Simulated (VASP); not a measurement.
# As2Se (I4_1/amd) in VASP: a series of runs

Runs on As2Se. Level: r2SCAN. Tasks: single point.

All numbers are computed with VASP 6.6.1; they aren't measurements. Logs are shortened: lines on timing, memory, paths and dates and some standing lists are left out, and cuts for length are marked.

**1. The cell of the first run**

The structure is tetragonal, space group I4_1/amd (No. 141). Conventional cell: a = 6.846 Å, b = 6.846 Å, c = 5.195 Å, α = 90.00°, β = 90.00°, γ = 90.00°. Within 3.4 Å of As (site symmetry 2/m) lie 2 Se at 2.59 Å and 4 As at 2.75 Å. Se (site symmetry -4m2) has 4 As at 2.59 Å within 3.4 Å.

**2. Single point, r2SCAN (volume scaled by 0.94, then relaxed in part)**

File POSCAR:

```
As2Se
1.0
   -3.4230223338      3.4230223338      2.5975967623
    3.4230223338     -3.4230223338      2.5975967623
    3.4230223338      3.4230223338     -2.5975967623
As Se
4 2
Direct
    0.8750000000      0.1250000000      0.7500000000
    0.3750000000      0.1250000000      0.2500000000
    0.8750000000      0.6250000000      0.7500000000
    0.8750000000      0.1250000000      0.2500000000
    0.5000000000      0.5000000000      0.0000000000
    0.2500000000      0.7500000000      0.5000000000
```

File INCAR.step1:

```
SYSTEM = As2Se
PREC = Accurate
ENCUT = 520
ISMEAR = 0
SIGMA = 0.1
LREAL = .False.
LASPH = .True.
NELM = 100
NBANDS = 25
GGA = PE
ALGO = Normal
EDIFF = 1E-4
LWAVE = .True.
LCHARG = .False.
```

File INCAR.step2:

```
SYSTEM = As2Se
PREC = Accurate
ENCUT = 520
EDIFF = 1E-7
ISMEAR = 0
SIGMA = 0.1
LREAL = .False.
LASPH = .True.
NELM = 100
ALGO = Normal
ISIF = 2
LWAVE = .False.
LCHARG = .True.
METAGGA = R2SCAN
LMIXTAU = .True.
LELF = .True.
LVHAR = .True.
NBANDS = 25
ISTART = 1
```

File KPOINTS:

```
Automatic mesh
0
Gamma
  8 8 8
  0 0 0
```

Potentials or basis: VASP PAW PBE potentials, release 64 (As, Se).

Launch:

```console
$ cat potpaw_PBE.64/As/POTCAR potpaw_PBE.64/Se/POTCAR > POTCAR
$ cp INCAR.step1 INCAR
$ mpirun -np 1 vasp_std > vasp.out
$ cp INCAR.step2 INCAR
$ mpirun -np 1 vasp_std > vasp.out
```

OUTCAR:

```text
SYSTEM = As2Se
   PREC = Accurate
   ENCUT = 520
   EDIFF = 1E-7
   ISMEAR = 0
   LREAL = .False.
   LASPH = .True.
   NELM = 100
   ISIF = 2
   METAGGA = R2SCAN
   ISTART = 1

 ion  position               nearest neighbor table
   1  0.875  0.125  0.750-   5 2.59   6 2.59   4 2.75   4 2.75   3 2.75   3 2.75
   2  0.375  0.125  0.250-   5 2.59   6 2.59   3 2.75   4 2.75   4 2.75   3 2.75
   3  0.875  0.625  0.750-   5 2.59   6 2.59   1 2.75   2 2.75   1 2.75   2 2.75
   4  0.875  0.125  0.250-   6 2.59   5 2.59   2 2.75   1 2.75   1 2.75   2 2.75
   5  0.500  0.500  0.000-   4 2.59   2 2.59   3 2.59   1 2.59
   6  0.250  0.750  0.500-   1 2.59   2 2.59   3 2.59   4 2.59

  LATTYP: Found a body centered tetragonal cell.
 ALAT       =     6.8460446676
 C/A-ratio  =     0.7588605942

  Lattice vectors:

 A1 = (  -3.4230223338,   3.4230223338,   2.5975967623)
 A2 = (   3.4230223338,  -3.4230223338,   2.5975967623)
 A3 = (   3.4230223338,   3.4230223338,  -2.5975967623)

Analysis of symmetry for initial positions (statically):
=====================================================================
 Subroutine PRICEL returns:
 Original cell was already a primitive cell.

 Routine SETGRP: Setting up the symmetry group for a
 body centered tetragonal supercell.

 Subroutine GETGRP returns: Found 16 space group operations
 (whereof  8 operations were pure point group operations)
 out of a pool of 16 trial point group operations.

The static configuration has the point symmetry D_2d.
 The point group associated with its full space group is D_4h.

Analysis of symmetry for dynamics (positions and initial velocities):
=====================================================================
 Subroutine PRICEL returns:
 Original cell was already a primitive cell.

 Routine SETGRP: Setting up the symmetry group for a
 body centered tetragonal supercell.

 Subroutine GETGRP returns: Found 16 space group operations
 (whereof  8 operations were pure point group operations)
 out of a pool of 16 trial point group operations.

The dynamic configuration has the point symmetry D_2d.
 The point group associated with its full space group is D_4h.

 Subroutine INISYM returns: Found 16 space group operations
 (whereof  8 operations are pure point group operations),
 and found     1 'primitive' translations

----------------------------------------------------------------------------------------

                                     Primitive cell

  volume of cell :     121.7450

  direct lattice vectors                    reciprocal lattice vectors
    -3.423022334  3.423022334  2.597596762     0.000000000  0.146069745  0.192485611
     3.423022334 -3.423022334  2.597596762     0.146069745  0.000000000  0.192485611
     3.423022334  3.423022334 -2.597596762     0.146069745  0.146069745  0.000000000

  length of vectors
     5.493784919  5.493784919  5.493784919     0.241634188  0.241634188  0.206573815

  position of ions in fractional coordinates (direct lattice)
     0.875000000  0.125000000  0.750000000
     0.375000000  0.125000000  0.250000000
     0.875000000  0.625000000  0.750000000
     0.875000000  0.125000000  0.250000000
     0.500000000  0.500000000  0.000000000
     0.250000000  0.750000000  0.500000000

  ion indices of the primitive-cell ions
   primitive index   ion index
                 1           1
                 2           2
                 3           3
                 4           4
                 5           5
                 6           6

----------------------------------------------------------------------------------------

 KPOINTS: Automatic mesh

Automatic generation of k-mesh.
 Grid dimensions read from file:
 generate k-points for:    8    8    8

 Generating k-lattice:

  Cartesian coordinates                     Fractional coordinates (reciprocal lattice)
     0.000000000  0.018258718  0.024060701     0.125000000  0.000000000 -0.000000000
     0.018258718  0.000000000  0.024060701     0.000000000  0.125000000 -0.000000000
     0.018258718  0.018258718  0.000000000     0.000000000  0.000000000  0.125000000

  Length of vectors
     0.030204274  0.030204274  0.025821727

  Shift w.r.t. Gamma in fractional coordinates (k-lattice)
     0.000000000  0.000000000  0.000000000

 Subroutine IBZKPT returns following result:
 ===========================================

 Found     59 irreducible k-points:

 Following reciprocal coordinates:
            Coordinates               Weight
  0.000000  0.000000  0.000000      1.000000
  0.125000  0.000000  0.000000      8.000000
  0.250000  0.000000  0.000000      8.000000
  0.375000  0.000000  0.000000      8.000000
  0.500000  0.000000  0.000000      4.000000
  0.125000  0.125000  0.000000      8.000000
[... 16 lines left out ...]
  0.250000  0.125000  0.125000     16.000000
  0.375000  0.125000  0.125000      8.000000
 [... further k-points ...]
   k-points           NKPTS =     59   k-points in BZ     NKDIM =     59   number of bands    NBANDS=     25
   number of dos      NEDOS =    301   number of ions     NIONS =      6
   total plane-waves  NPLWV =  74088
   dimension x,y,z NGX =    42 NGY =   42 NGZ =   42
   dimension x,y,z NGXF=    84 NGYF=   84 NGZF=   84
   ions per type =               4   2
   NGX,Y,Z   is equivalent  to a cutoff of  12.71, 12.71, 12.71 a.u.
   NGXF,Y,Z  is equivalent  to a cutoff of  25.42, 25.42, 25.42 a.u.
 SYSTEM =  As2Se
   PREC   = accura    normal or accurate (medium, high low for compatibility)
   ISTART =      1    job   : 0-new  1-cont  2-samecut
   ICHARG =      0    charge: 1-file 2-atom 10-const
   ISPIN  =      1    spin polarized calculation?
   LNONCOLLINEAR =      F non collinear calculations
   LSORBIT =      F    spin-orbit coupling
   LASPH  =      T    aspherical Exc in radial PAW
   ENCUT  =  520.0 eV  38.22 Ry    6.18 a.u.  10.21 10.21 10.21*2*pi/ulx,y,z
   NELM   =    100;   NELMIN=  2; NELMDL=  0     # of ELM steps
   EDIFF  = 0.1E-06   stopping-criterion for ELM
   LREAL  =      F    real-space projection
   EDIFFG = 0.1E-05   stopping-criterion for IOM
   NSW    =      0    number of steps for IOM
   IBRION =     -1    ionic relax: 0-MD 1-quasi-New 2-CG
   NFREE  =      0    steps in history (QN), initial steepest desc. (CG)
   ISIF   =      2    stress and relaxation
   ISYM   =      2    0-nonsym 1-usesym 2-fastsym
   POTIM  = 0.5000    time-step for ionic-motion
   TEBEG  =    0.0;   TEEND  =   0.0 temperature during run
   PSTRESS=    0.0 pullay stress
   NELECT =      32.0000    total number of electrons
   NUPDOWN=      -1.0000    fix difference up-down
   EMIN   =  10.00;   EMAX   =-10.00  energy-range for DOS
   EFERMI =   0.00;   METHOD = LEGACY
   ISMEAR =     0;   SIGMA  =   0.10  broadening in eV -4-tet -1-fermi 0-gaus
   EFERMI_NEDOS =   21; number of points for ismear=-14 and -15
   IALGO  =     38    algorithm
   IMIX   =      4    mixing-type and parameters
     AMIX     =   0.40;   BMIX     =  1.00
     AMIX_MAG =   1.60;   BMIX_MAG =  1.00
  volume/ion in A,a.u.               =      20.29       136.93
  Fermi-wavevector in a.u.,A,eV,Ry     =   1.048675  1.981709 14.962601  1.099720
  Thomas-Fermi vector in A             =   2.183607
   LORBIT       =      0    0 simple, 1 ext, 2 COOP (PROOUT), +10 PAW based schemes
   METAGGA = R2SCAN    functional components
   LHFCALC =     F    Hartree Fock is set to
   AEXX    =    0.0000 exact exchange contribution
   IVDW    =     0    specifies the selected vdW correction
   LEPSILON=     F    determine dielectric tensor
   LRPA    =     F    only Hartree local field effects (RPA)
 non-spin polarized calculation
 Gauss-broadening in eV      SIGMA  =   0.10
  energy-cutoff  :      520.00
  volume of cell :      121.75
 maximum number of plane-waves:      3292
 NGX is ok and might be reduce to    42
   NGX = 21   NGY = 21   NGZ = 21

 number of electron      31.9999999 magnetization

 Free energy of the ion-electron system (eV)
  ---------------------------------------------------
  ext. energy  EPLUGINS =         0.00000000
  ---------------------------------------------------
  free energy    TOTEN  =       -86.61027719 eV

  energy without entropy =      -86.60075886  energy(sigma->0) =      -86.60551803

 E-fermi :   5.6107     XC(G=0): -10.7815

 val. band max:        5.6000667796   @ k =   0.5000   0.1250  -0.0000
 cond. band min:       5.6259750222   @ k =   0.5000   0.5000   0.1250
 fundamental gap:      0.0259082426
 Fermi energy:         5.6107383273

 k-point     1 :       0.0000    0.0000    0.0000
  band No.  band energies     occupation
      1     -10.9423      2.00000
      2      -8.3027      2.00000
      3      -5.5206      2.00000
      4      -5.5206      2.00000
      5      -5.4202      2.00000
      6      -3.6147      2.00000
[... 17 lines left out ...]
     24      11.8719      0.00000
     25      12.0973      0.00000

 k-point     2 :       0.1250    0.0000    0.0000
  band No.  band energies     occupation
      1     -10.8217      2.00000
      2      -8.3777      2.00000
      3      -5.8413      2.00000
      4      -5.5669      2.00000
      5      -5.4849      2.00000
      6      -3.7809      2.00000
[... 17 lines left out ...]
     24      11.4488      0.00000
     25      12.5089      0.00000

 k-point     3 :       0.2500    0.0000    0.0000
  band No.  band energies     occupation
      1     -10.4661      2.00000
      2      -8.5397      2.00000
      3      -6.7415      2.00000
      4      -5.6862      2.00000
      5      -5.6713      2.00000
      6      -3.6027      2.00000
[... 552 lines left out ...]
 k-point    23 :       0.2500    0.1250    0.1250
  band No.  band energies     occupation
      1      -9.7672      2.00000
      2      -8.8180      2.00000
      3      -7.6514      2.00000
      4      -6.9340      2.00000
      5      -4.7368      2.00000
      6      -3.1317      2.00000
[... 17 lines left out ...]
     24      10.5724      0.00000
     25      11.9893      0.00000

 k-point    24 :       0.3750    0.1250    0.1250
  band No.  band energies     occupation
      1      -9.2403      2.00000
      2      -9.0283      2.00000
      3      -8.1443      2.00000
      4      -7.1023      2.00000
      5      -4.6897      2.00000
      6      -2.8641      2.00000
[... 17 lines left out ...]
     24      10.5691      0.00000
     25      12.0140      0.00000

 [... further k-points ...]
[... 5 lines left out ...]
  --------------------------------------------------------------------------------------
  -------------------------------------------------------------------------------------
  Total        3.8855834      3.8855834      3.8844477      0.0000000     -0.0000000      0.0000000
  in kB       51.1346905     51.1346905     51.1197443      0.0000000     -0.0000000      0.0000000
  external PRESSURE =      51.1297085 kB  Pullay stress =       0.0000000 kB

 VOLUME and BASIS-vectors are now :
 -----------------------------------------------------------------------------
  energy-cutoff  :      520.00
  volume of cell :      121.75
      direct lattice vectors                 reciprocal lattice vectors
    -3.423022334  3.423022334  2.597596762     0.000000000  0.146069745  0.192485611
     3.423022334 -3.423022334  2.597596762     0.146069745  0.000000000  0.192485611
     3.423022334  3.423022334 -2.597596762     0.146069745  0.146069745  0.000000000

 POSITION                                       TOTAL-FORCE (eV/Angst)
 -----------------------------------------------------------------------------------
     -0.00000      5.13453      0.64940        -0.000000     -0.000000      0.000000
      0.00000      1.71151      0.64940        -0.000000     -0.000000      0.000000
      1.71151      3.42302      1.94820        -0.000000     -0.000000      0.000000
     -1.71151      3.42302      1.94820        -0.000000     -0.000000      0.000000
      0.00000      0.00000      2.59760         0.000000     -0.000000      0.000000
      3.42302      0.00000      1.29880        -0.000000      0.000000     -0.000000
 -----------------------------------------------------------------------------------
    total drift:                               -0.000000      0.000000     -0.000000

  FREE ENERGIE OF THE ION-ELECTRON SYSTEM (eV)
  ---------------------------------------------------
  free  energy   TOTEN  =       -86.6102771920 eV

  energy  without entropy=      -86.6007588632  energy(sigma->0) =      -86.60551803
```

Wall time 10 min (1 thread of Intel Xeon 6975P-C, shared host); peak memory 0.38 GiB.

Results:

| Property | Result |
| --- | --- |
| Free energy | -86.6103 eV |
| Pressure | 5.1 GPa |
| Band gap on the k mesh | zero (band 16 reaches 5.89 eV, above the bottom of band 17 at 5.42 eV) |

Caveat: the PAW data sets were made with another functional, which shifts forces and pressure a little.

[end of part 1 of 2]
